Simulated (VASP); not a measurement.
A run of VASP 6.6.1 is set up as follows.

INCAR

```
PREC     = Accurate       # precision mode
ENCUT    = 520            # plane-wave cutoff, eV
EDIFF    = 1E-6           # SCF threshold, eV
ISMEAR   = 0              # smearing method
SIGMA    = 0.02           # smearing width, eV
LREAL    = F              # projectors in reciprocal space
LASPH    = T              # aspherical terms in the spheres
NELM     = 80             # most SCF steps
ALGO     = Normal         # electronic algorithm
ISIF     = 2              # what is computed and relaxed
LWAVE    = F              # write WAVECAR
LCHARG   = F              # write CHGCAR
GGA      = PE             # functional
NBANDS   = 56             # bands
```

Contents of KPOINTS:

```
regular mesh
0
Gamma
  6 6 4
```

The input POSCAR:

```
BeCd2S3
1.0
    3.3810392256     -5.9656867458     -0.0047571381
    3.3810392256      5.9656867458     -0.0047571381
   -2.0426285671      0.0000000000      6.3602984580
Be Cd S
2 4 6
Direct
    0.0793392940      0.9280843686      0.5062971885
    0.9280843686      0.0793392940      0.0062971885
    0.4189958102      0.5906093295      0.5016526306
    0.7569595148      0.2365463487      0.5005643490
    0.5906093295      0.4189958102      0.0016526306
    0.2365463487      0.7569595148      1.0005643490
    0.4175502408      0.2469630464      0.6032592473
    0.8394176801      0.9612655813      0.6612615692
    0.1115686415      0.6627001443      0.6019650155
    0.2469630464      0.4175502408      0.1032592473
    0.9612655813      0.8394176801      0.1612615692
    0.6627001443      0.1115686415      0.1019650155
```

Potentials or basis: VASP PAW PBE potentials, release 64 (Be, Cd, S).

The run is started by

```bash
$ cat potpaw_PBE.64/Be/POTCAR potpaw_PBE.64/Cd/POTCAR potpaw_PBE.64/S/POTCAR > POTCAR
$ mpirun -np 1 vasp_std > vasp.out
```

**Question.** What does it give for the largest force?

**Answer.** 0.038 eV/Å.

**Question.** Estimate the pressure.

**Answer.** 0.2 GPa.

**Question.** Estimate the band gap on the k mesh.

**Answer.** 1.84 eV, direct.

Forces in eV/Å, atoms in the order of the input:
```
Be  -0.001  0.001 -0.008
Be  -0.001 -0.001 -0.008
Cd   0.008  0.003  0.005
Cd  -0.003 -0.004  0.005
Cd   0.008 -0.003  0.005
Cd  -0.003  0.004  0.005
S   -0.033 -0.002 -0.012
S    0.012 -0.022  0.027
S    0.016  0.031 -0.016
S   -0.033  0.002 -0.012
S    0.012  0.022  0.027
S    0.016 -0.031 -0.016
```

A k mesh can miss the band edges.
